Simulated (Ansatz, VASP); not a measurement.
# RuAu in VASP and in Ansatz

Contents of INCAR:

```
PREC = Accurate ; ENCUT = 500
EDIFF = 1E-6 ; ISMEAR = -1
SIGMA = 0.05 ; LREAL = F
LASPH = T ; NELM = 120
ALGO = Normal ; ISIF = 2
LWAVE = F ; LCHARG = F
GGA = PS ; NBANDS = 20
GGA_COMPAT = F
```

File KPOINTS:

```
Automatic mesh
0
Gamma
  5 5 5
```

POSCAR

```
RuAu
1.0
    3.1648100000      0.0000000000      0.0000000000
    0.0000000000      3.1648100000      0.0000000000
    0.0000000000      0.0000000000      3.1648100000
Ru Au
1 1
Direct
    0.0000000000      0.0000000000      0.0000000000
    0.5000000000      0.5000000000      0.5000000000
```

File input.yaml:

```yaml
crystal:
  lattice:
    - [3.16481, 0.0, 0.0]
    - [0.0, 3.16481, 0.0]
    - [0.0, 0.0, 3.16481]
  atoms:
    - { symbol: Ru, position: [0.0, 0.0, 0.0] }
    - { symbol: Au, position: [0.5, 0.5, 0.5] }
hamiltonian:
  xc: pbesol
  pseudopotentials: { kind: paw }
kpoints:
  mp_grid: { grid: [5, 5, 5] }
scf:
  occupations: { method: fermi_dirac, width: 0.05 }
  n_extra_bands: 6
output:
  forces: true
  stress: true
  eigenvalues: true
  dos: { projected: true, de: 0.05, nscf_kmesh: { grid: [8, 8, 8] } }
  write_density: true
  write_potential: true
  elf: true
  volumetric_format: npy
```

Alike in both runs: functional PBEsol; k mesh 5 × 5 × 5; occupations fermi-dirac, width 0.05 eV; no spin polarisation.

|  | VASP | Ansatz |
| --- | --- | --- |
| version | VASP 6.6.1 | Ansatz 0.2.0 |
| potentials or method | VASP PAW PBE potentials, release 64 (Ru_pv, Au) | Ansatz PAW |
| plane-wave cutoff (eV) | 500 | 420 |
| valence electrons in the cell | 25 | 35 |
| task | single point | projected density of states |

|  | VASP | Ansatz | Ansatz less VASP |
| --- | --- | --- | --- |
| gap on the k mesh at the Fermi level (eV) | none | none | - |
| pressure (GPa) | -10.1 | -9.8 | +0.28 |

VASP's potentials were made for PBE, not for PBEsol. A gap of «none» marks a metal or a gap that the smearing closes. VASP's potentials hold 25 valence electrons a cell and Ansatz's 35, so a difference there can come from the potentials and not from the codes.

The k mesh is coarse, so the values compare programs but aren't converged. Spin-orbit coupling is off throughout.
